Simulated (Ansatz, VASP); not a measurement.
Be4ZnSe in VASP and in Ansatz

```
CELL_PARAMETERS angstrom
3.65000 0.00000 0.00000
0.00000 3.65000 0.00000
0.00000 0.00000 5.14000
ATOMIC_POSITIONS crystal
Be 0.00000 0.50000 0.75000
Be 0.50000 0.00000 0.75000
Be 0.00000 0.50000 0.25000
Be 0.50000 0.00000 0.25000
Zn 0.50000 0.50000 0.50000
Se 0.00000 0.00000 0.00000
```

Alike in both runs: task relaxation of cell and atoms; functional PBE; k mesh 5 × 5 × 3; occupations gaussian, width 0.2 eV; no spin polarisation.

|  | VASP | Ansatz |
| --- | --- | --- |
| version | VASP 6.6.1 | Ansatz 0.2.0 |
| potentials or method | VASP PAW PBE potentials, release 64 (Be, Zn, Se), cutoff 600 eV | scalar-relativistic, plane waves, PAW |
| valence electrons in the cell | 26 | 36 |

|  | VASP | Ansatz | Ansatz less VASP |
| --- | --- | --- | --- |
| gap on the k mesh at the Fermi level, each at its own relaxed structure (eV) | none | none | - |
| relaxed volume (Å³/atom) | 13.27 | 13.13 | -0.141 |
| relaxed length of the cell vector where the two differ most in proportion (Å) | 3.719 | 3.706 | -0.0135 |

A gap of «none» marks a metal or a gap that the smearing closes. VASP's potentials hold 26 valence electrons a cell and Ansatz's 36, so a difference there can come from the potentials and not from the codes.

The k mesh is coarse, so the values compare programs but aren't converged. Noted on VASP's run: the volume moved by over 15 % at a fixed basis, so the end points are rough.
